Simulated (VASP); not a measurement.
Set up this calculation in VASP 6.6.1, as the native input.

```
Task                   : single point
Functional             : LDA
Potentials or basis    : VASP PAW LDA potentials, release 64 (Ni)
Cutoff                 : 520 eV
k mesh                 : 22 × 22 × 22
Occupations            : fermi-dirac, width 0.1 eV
Spin                   : collinear spin, ferromagnetic start
Starting moments       : [1.0] μB
Dipole correction      : no
Further INCAR settings : ALGO = Normal; EDIFF = 1e-06; NBANDS = 15
```

The structure of Ni lies in POSCAR:

```
Ni
1.0
   -1.3610010292      1.3610010292      1.3610010292
    1.3610010292     -1.3610010292      1.3610010292
    1.3610010292      1.3610010292     -1.3610010292
Ni
1
Direct
    0.0000000000      0.0000000000      0.0000000000
```

The input as run:

INCAR

```
SYSTEM = Ni
PREC     = Accurate       ! precision mode
ENCUT    = 520            ! plane-wave cutoff, eV
EDIFF    = 1E-6           ! SCF threshold, eV
ISMEAR   = -1             ! smearing method
SIGMA    = 0.1            ! smearing width, eV
LREAL    = .FALSE.        ! projectors in reciprocal space
LASPH    = .TRUE.         ! aspherical terms in the spheres
NELM     = 150            ! most SCF steps
ALGO     = Normal         ! electronic algorithm
ISIF     = 2              ! what is computed and relaxed
LWAVE    = .FALSE.        ! write WAVECAR
LCHARG   = .FALSE.        ! write CHGCAR
ISPIN    = 2              ! spin polarisation
MAGMOM   = 1              ! initial moments
LORBIT   = 11             ! projections on sites
LMAXMIX  = 4              ! l up to which the mixer works
GGA      = CA             ! functional
NBANDS   = 15             ! bands
```

KPOINTS

```
regular mesh
0
G
  22 22 22
  0 0 0
```

Potentials or basis: VASP PAW LDA potentials, release 64 (Ni).

Run with:

```sh
$ cat potpaw_LDA.64/Ni/POTCAR > POTCAR
$ mpirun -np 1 vasp_std > vasp.out
```

Results of the run:

| Quantity | Value |
| --- | --- |
| Pressure | -0.3 GPa |
| Net moment | 0.11 μB per cell |
| Site moments | Ni +0.11 μB |
| Valence electrons inside the program's atomic spheres | Ni 9.47 |

It took 50 s on 1 thread of Intel(R) Xeon(R) 6975P-C (Granite Rapids), with other jobs on the host, peak memory 0.18 GiB.
